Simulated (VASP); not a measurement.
# BN (Fmm2) in VASP: notebook, part 2 of 2

VASP 6.6.1.

## 4. Single point, r2SCAN (biaxial strain in the a-b plane: -4.5 %, then relaxed in part)

The input, POSCAR:

```
BN
1.0
    2.3890246829      0.0000000000      0.0000000000
    0.0000000000      6.6514373853      0.0000000000
    0.0000000000      0.0000000000      4.3719517998
B N
4 4
Direct
    0.5000000000      0.0000000000      0.4980329102
    0.5000000000      0.5000000000     -0.0019670898
    0.0000000000      0.0000000000     -0.0019670898
    0.0000000000      0.5000000000      0.4980329102
    0.5000000000      0.0000000000      0.1686670798
    0.5000000000      0.5000000000      0.6686670798
    0.0000000000      0.0000000000      0.6686670798
    0.0000000000      0.5000000000      0.1686670798
```

The input, INCAR.step1:

```
SYSTEM = BN
PREC = Accurate
ENCUT = 520
ISMEAR = 0
SIGMA = 0.02
LREAL = .False.
LASPH = .True.
NELM = 100
NBANDS = 26
GGA = PE
ALGO = Normal
EDIFF = 1E-4
LWAVE = .True.
LCHARG = .False.
```

The input, INCAR.step2:

```
SYSTEM = BN
PREC = Accurate
ENCUT = 520
EDIFF = 1E-7
ISMEAR = 0
SIGMA = 0.02
LREAL = .False.
LASPH = .True.
NELM = 100
ALGO = Normal
ISIF = 2
LWAVE = .False.
LCHARG = .True.
METAGGA = R2SCAN
LMIXTAU = .True.
LELF = .True.
LVHAR = .True.
NBANDS = 26
ISTART = 1
```

The input, KPOINTS:

```
regular mesh
0
Gamma
  10 4 6
  0 0 0
```

Potentials or basis: VASP PAW PBE potentials, release 64 (B, N).

Launch:

```console
> cat potpaw_PBE.64/B/POTCAR potpaw_PBE.64/N/POTCAR > POTCAR
> cp INCAR.step1 INCAR
> mpirun -np 1 vasp_std > vasp.out
> cp INCAR.step2 INCAR
> mpirun -np 1 vasp_std > vasp.out
```

OUTCAR:

```text
SYSTEM = BN
   PREC = Accurate
   ENCUT = 520
   EDIFF = 1E-7
   ISMEAR = 0
   LREAL = .False.
   LASPH = .True.
   NELM = 100
   ISIF = 2
   METAGGA = R2SCAN
   ISTART = 1

 ion  position               nearest neighbor table
   1  0.500  0.000  0.498-   7 1.41   7 1.41   5 1.44
   2  0.500  0.500  0.998-   8 1.41   8 1.41   6 1.44
   3  0.000  0.000  0.998-   5 1.41   5 1.41   7 1.44
   4  0.000  0.500  0.498-   6 1.41   6 1.41   8 1.44
   5  0.500  0.000  0.169-   3 1.41   3 1.41   1 1.44
   6  0.500  0.500  0.669-   4 1.41   4 1.41   2 1.44
   7  0.000  0.000  0.669-   1 1.41   1 1.41   3 1.44
   8  0.000  0.500  0.169-   2 1.41   2 1.41   4 1.44

  LATTYP: Found a simple orthorhombic cell.
 ALAT       =     2.3890246829
 B/A-ratio  =     1.8300153327
 C/A-ratio  =     2.7841643634

  Lattice vectors:

 A1 = (  -2.3890246829,   0.0000000000,   0.0000000000)
 A2 = (   0.0000000000,   0.0000000000,   4.3719517998)
 A3 = (   0.0000000000,   6.6514373853,   0.0000000000)

Analysis of symmetry for initial positions (statically):
=====================================================================
[... 196 lines left out ...]

 E-fermi :   2.6279     XC(G=0): -10.8612

 val. band max:        2.5006616670   @ k =   0.3000   0.0000   0.0000
 cond. band min:       6.2767553539   @ k =   0.0000   0.0000   0.0000
 fundamental gap:      3.7760936869
 Fermi energy:         2.6279147163

 k-point     1 :       0.0000    0.0000    0.0000
  band No.  band energies     occupation
      1     -16.9026      2.00000
      2     -16.6225      2.00000
      3     -13.7659      2.00000
      4     -13.6069      2.00000
      5      -7.5313      2.00000
      6      -7.2593      2.00000
[... 685 lines left out ...]
     25      16.5285      0.00000
     26      16.5285      0.00000

 [... further k-points ...]
[... 5 lines left out ...]
  --------------------------------------------------------------------------------------
  -------------------------------------------------------------------------------------
  Total       19.2500041      0.5001848      0.3405222      0.0000000      0.0000000      0.0000000
  in kB      443.9457469     11.5353174      7.8531617      0.0000000      0.0000000      0.0000000
  external PRESSURE =     154.4447420 kB  Pullay stress =       0.0000000 kB

 VOLUME and BASIS-vectors are now :
 -----------------------------------------------------------------------------
  energy-cutoff  :      520.00
  volume of cell :       69.47
      direct lattice vectors                 reciprocal lattice vectors
     2.389024683  0.000000000  0.000000000     0.418580857  0.000000000  0.000000000
     0.000000000  6.651437385  0.000000000     0.000000000  0.150343443  0.000000000
     0.000000000  0.000000000  4.371951800     0.000000000  0.000000000  0.228730793

 POSITION                                       TOTAL-FORCE (eV/Angst)
 -----------------------------------------------------------------------------------
      1.19451      0.00000      2.17738         0.000000     -0.000000     -0.004359
      1.19451      3.32572      4.36335        -0.000000     -0.000000     -0.004359
      0.00000      0.00000      4.36335         0.000000     -0.000000     -0.004359
      0.00000      3.32572      2.17738         0.000000     -0.000000     -0.004359
      1.19451      0.00000      0.73740        -0.000000      0.000000      0.004359
      1.19451      3.32572      2.92338         0.000000     -0.000000      0.004359
      0.00000      0.00000      2.92338         0.000000      0.000000      0.004359
      0.00000      3.32572      0.73740        -0.000000      0.000000      0.004359
 -----------------------------------------------------------------------------------
    total drift:                                0.000000      0.000000      0.000934

  FREE ENERGIE OF THE ION-ELECTRON SYSTEM (eV)
  ---------------------------------------------------
  free  energy   TOTEN  =       -76.7228463132 eV

  energy  without entropy=      -76.7228463132  energy(sigma->0) =      -76.72284631
```

OUTCAR.step1:

```text
SYSTEM = BN
   PREC = Accurate
   ENCUT = 520
   ISMEAR = 0
   LREAL = .False.
   LASPH = .True.
   NELM = 100
[... 954 lines left out ...]
      1.19451      3.32572      2.92338         0.000000      0.000000      0.052840
      0.00000      0.00000      2.92338         0.000000     -0.000000      0.052840
      0.00000      3.32572      0.73740        -0.000000     -0.000000      0.052840
 -----------------------------------------------------------------------------------
    total drift:                                0.000000      0.000000     -0.001244

  FREE ENERGIE OF THE ION-ELECTRON SYSTEM (eV)
  ---------------------------------------------------
  free  energy   TOTEN  =       -69.7875267281 eV

  energy  without entropy=      -69.7875267281  energy(sigma->0) =      -69.78752673
```

OSZICAR.step1:

```text
N       E                     dE             d eps       ncg     rms          rms(c)
DAV:   1     0.128783302492E+03    0.12878E+03   -0.16539E+04  3744   0.116E+03
DAV:   2    -0.684908398336E+02   -0.19727E+03   -0.18318E+03  4928   0.275E+02
DAV:   3    -0.777040566372E+02   -0.92132E+01   -0.91559E+01  5046   0.589E+01
DAV:   4    -0.778001149182E+02   -0.96058E-01   -0.95991E-01  4734   0.655E+00
DAV:   5    -0.778014805915E+02   -0.13657E-02   -0.13653E-02  4878   0.762E-01    0.167E+01
DAV:   6    -0.706873947094E+02    0.71141E+01   -0.14927E+01  4376   0.221E+01    0.761E+00
DAV:   7    -0.699642978708E+02    0.72310E+00   -0.13082E+00  4720   0.654E+00    0.463E+00
DAV:   8    -0.697918983948E+02    0.17240E+00   -0.56940E-01  4606   0.408E+00    0.604E-01
DAV:   9    -0.697855417122E+02    0.63567E-02   -0.29922E-02  4594   0.108E+00    0.292E-01
DAV:  10    -0.697873041975E+02   -0.17625E-02   -0.24115E-03  4534   0.299E-01    0.534E-02
DAV:  11    -0.697874757942E+02   -0.17160E-03   -0.18478E-04  3944   0.879E-02    0.304E-02
DAV:  12    -0.697875267281E+02   -0.50934E-04   -0.62709E-05  3086   0.510E-02
   1 F= -.69787527E+02 E0= -.69787527E+02  d E =-.146741E-22
```

It took 3.4 min on 1 thread of Intel Xeon 6975P-C (Granite Rapids), shared host; peak memory 0.23 GiB.

Results:

| Item | Value |
| --- | --- |
| Free energy | -76.7228 eV |
| Pressure | 15.4 GPa |
| Largest force | 0.004 eV/Å |
| Band gap on the k mesh | 3.78 eV |

Forces in eV/Å, atoms in the order of the input:
```
B    0.000  0.000 -0.004
B    0.000  0.000 -0.004
B    0.000  0.000 -0.004
B    0.000  0.000 -0.004
N    0.000  0.000  0.004
N    0.000  0.000  0.004
N    0.000  0.000  0.004
N    0.000  0.000  0.004
```

Caveat: the cell differs from its parent crystal (biaxial strain in the a-b plane: -4.5 %, then relaxed in part); the PAW data sets were made with another functional, which shifts forces and pressure a little. A k mesh can miss the band edges.

## 5. Single point, r2SCAN (biaxial strain in the a-b plane: -4.5 %)

The input, POSCAR:

```
BN
1.0
    2.3890246829      0.0000000000      0.0000000000
    0.0000000000      6.6514373853      0.0000000000
    0.0000000000      0.0000000000      4.4457770493
B N
4 4
Direct
    0.5000000000      0.0000000000      0.4987667406
    0.5000000000      0.5000000000     -0.0012332594
    0.0000000000      0.0000000000     -0.0012332594
    0.0000000000      0.5000000000      0.4987667406
    0.5000000000      0.0000000000      0.1679332494
    0.5000000000      0.5000000000      0.6679332494
    0.0000000000      0.0000000000      0.6679332494
    0.0000000000      0.5000000000      0.1679332494
```

The input, INCAR.step1:

```
ALGO = Normal
EDIFF = 1E-4
ENCUT = 520
GGA = PE
ISMEAR = 0
LASPH = T
LCHARG = F
LREAL = F
LWAVE = T
NBANDS = 26
NELM = 100
PREC = Accurate
SIGMA = 0.02
```

The input, INCAR.step2:

```
ALGO = Normal
EDIFF = 1E-6
ENCUT = 520
ISIF = 2
ISMEAR = 0
ISTART = 1
LASPH = T
LCHARG = F
LMIXTAU = T
LREAL = F
LWAVE = F
METAGGA = R2SCAN
NBANDS = 26
NELM = 100
PREC = Accurate
SIGMA = 0.02
```

The input, KPOINTS:

```
k-points
0
Gamma
  10 4 6
```

Launch:

```console
> cat potpaw_PBE.64/B/POTCAR potpaw_PBE.64/N/POTCAR > POTCAR
> cp INCAR.step1 INCAR
> mpirun -np 1 vasp_std > vasp.out
> cp INCAR.step2 INCAR
> mpirun -np 1 vasp_std > vasp.out
```

Wall time 3.1 min (1 thread of Intel Xeon 6975P-C (Granite Rapids), shared host); peak memory 0.23 GiB.

Results (log left out):

* Free energy: -76.6622 eV
* Pressure: 9.0 GPa
* Largest force: 0.394 eV/Å
* Band gap on the k mesh: 3.72 eV

Forces on the atoms (eV/Å):
```
B    0.000  0.000 -0.394
B    0.000  0.000 -0.394
B    0.000  0.000 -0.394
B    0.000  0.000 -0.394
N    0.000  0.000  0.394
N    0.000  0.000  0.394
N    0.000  0.000  0.394
N    0.000  0.000  0.394
```

Stress tensor (GPa, compression positive):
```
 41.57   0.00   0.00
  0.00   1.23   0.00
  0.00   0.00 -15.93
```

Levels at points of the mesh, in eV from the valence-band top:
| k point | band 14 | band 15 | band 16 | band 17 | band 18 | band 19 |
| --- | --- | --- | --- | --- | --- | --- |
| (0.00, 0.00, 0.00) | -1.15 | -1.11 | -0.88 | 3.72 | 5.31 | 6.58 |
| (0.50, 0.00, 0.00) | -1.66 | -0.63 | -0.63 | 6.10 | 6.10 | 6.61 |
| (0.00, 0.50, 0.00) | -1.60 | -1.13 | -1.13 | 4.86 | 4.86 | 7.77 |
| (0.50, 0.50, 0.00) | -1.14 | -1.14 | -1.14 | 6.21 | 6.21 | 6.21 |
| (0.00, 0.00, 0.50) | -2.60 | -2.55 | -2.55 | 7.28 | 7.28 | 8.55 |
| (0.50, 0.00, 0.50) | -1.03 | -1.03 | -1.03 | 5.58 | 5.58 | 5.58 |
| (0.00, 0.50, 0.50) | -2.58 | -2.58 | -2.58 | 8.46 | 8.46 | 8.46 |
| (0.50, 0.50, 0.50) | -0.96 | -0.96 | -0.96 | 5.29 | 5.29 | 5.29 |

Caveat: the cell differs from its parent crystal (biaxial strain in the a-b plane: -4.5 %); the PAW data sets were made with another functional, which shifts forces and pressure a little. A k mesh can miss the band edges.

## 6. Single point, r2SCAN

This run uses another cell than the first one: it holds 8 atoms, not 2.

The input, POSCAR:

```
BN
1.0
    2.5391204745      0.0000000000      0.0000000000
    0.0000000000      7.0693287393      0.0000000000
    0.0000000000      0.0000000000      4.3155818829
B N
4 4
Direct
    0.5000000000      0.0000000000      0.5006385069
    0.5000000000      0.5000000000      0.0006385069
    0.0000000000      0.0000000000      0.0006385069
    0.0000000000      0.5000000000      0.5006385069
    0.5000000000      0.0000000000      0.1660614831
    0.5000000000      0.5000000000      0.6660614831
    0.0000000000      0.0000000000      0.6660614831
    0.0000000000      0.5000000000      0.1660614831
```

The input, INCAR.step1:

```
SYSTEM = BN
PREC     = Accurate       ! precision mode
ENCUT    = 520            ! plane-wave cutoff, eV
ISMEAR   = 0              ! smearing method
SIGMA    = 0.02           ! smearing width, eV
LREAL    = .FALSE.        ! projectors in reciprocal space
LASPH    = .TRUE.         ! aspherical terms in the spheres
NELM     = 100            ! most SCF steps
NBANDS   = 26             ! bands
GGA      = PE             ! functional
ALGO     = Normal         ! electronic algorithm
EDIFF    = 1E-4           ! SCF threshold, eV
LWAVE    = .TRUE.         ! write WAVECAR
LCHARG   = .FALSE.        ! write CHGCAR
```

The input, INCAR.step2:

```
SYSTEM = BN
PREC     = Accurate       ! precision mode
ENCUT    = 520            ! plane-wave cutoff, eV
EDIFF    = 1E-6           ! SCF threshold, eV
ISMEAR   = 0              ! smearing method
SIGMA    = 0.02           ! smearing width, eV
LREAL    = .FALSE.        ! projectors in reciprocal space
LASPH    = .TRUE.         ! aspherical terms in the spheres
NELM     = 100            ! most SCF steps
ALGO     = Normal         ! electronic algorithm
ISIF     = 2              ! what is computed and relaxed
LWAVE    = .FALSE.        ! write WAVECAR
LCHARG   = .FALSE.        ! write CHGCAR
METAGGA  = R2SCAN         ! meta-GGA
LMIXTAU  = .TRUE.       
NBANDS   = 26             ! bands
ISTART   = 1
```

The input, KPOINTS:

```
Automatic mesh
0
G
  10 4 6
  0 0 0
```

Potentials or basis: VASP PAW PBE potentials, release 64 (B, N).

Launch:

```console
> cat potpaw_PBE.64/B/POTCAR potpaw_PBE.64/N/POTCAR > POTCAR
> cp INCAR.step1 INCAR
> mpirun -np 1 vasp_std > vasp.out
> cp INCAR.step2 INCAR
> mpirun -np 1 vasp_std > vasp.out
```

It took 3.2 min on 1 thread of Intel Xeon 6975P-C (Granite Rapids), shared host; peak memory 0.25 GiB.

Results (log left out):

- Free energy: -77.1425 eV
- Pressure: -3.7 GPa
- Band gap on the k mesh: 4.40 eV

Stress tensor (GPa, compression positive):
```
-11.20   0.00   0.00
  0.00  -0.59   0.00
  0.00   0.00   0.67
```

Levels at points of the mesh, in eV from the valence-band top:
```
           k point  band 14  band 15  band 16  band 17  band 18  band 19
(0.00, 0.00, 0.00)    -1.42    -1.40    -0.50     4.40     5.06     6.41
(0.50, 0.00, 0.00)    -1.75    -0.91    -0.91     6.14     6.14     6.44
(0.00, 0.50, 0.00)    -1.43    -0.97    -0.97     5.24     5.24     7.19
(0.50, 0.50, 0.00)    -1.34    -1.34    -1.34     6.19     6.19     6.19
(0.00, 0.00, 0.50)    -3.35    -3.08    -3.08     6.98     6.98     8.78
(0.50, 0.00, 0.50)    -1.15    -1.15    -1.15     5.30     5.30     5.30
(0.00, 0.50, 0.50)    -3.37    -3.37    -3.37     8.24     8.24     8.24
(0.50, 0.50, 0.50)    -1.11    -1.11    -1.11     5.10     5.10     5.10
```

Caveat: the PAW data sets were made with another functional, which shifts forces and pressure a little.

## 7. The runs side by side

```csv
task,cell,k mesh,cutoff (eV),gap on the mesh (eV),pressure (GPa)
relaxation of cell and atoms,"relaxed from a = 4.112, b = 2.502, c = 3.713 Å, angles 80.3, 36.8, 62.9°, 2 atoms",12 × 12 × 12,600,4.31,0.0
single point,"a = 2.389, b = 6.651, c = 4.372 Å, 8 atoms",10 × 4 × 6,520,3.78,15.4
single point,"a = 2.389, b = 6.651, c = 4.446 Å, 8 atoms",10 × 4 × 6,520,3.72,9.0
single point,"a = 2.539, b = 7.069, c = 4.316 Å, 8 atoms",10 × 4 × 6,520,4.40,-3.7
```

Alike in all rows: level r2SCAN; potentials or basis VASP PAW PBE potentials, release 64 (B, N); no spin polarisation; smearing gaussian 0.02 eV.

Caveats: the PAW data sets were made with another functional, which shifts forces and pressure a little.

Absolute energies hang on the potentials; compare differences alone.
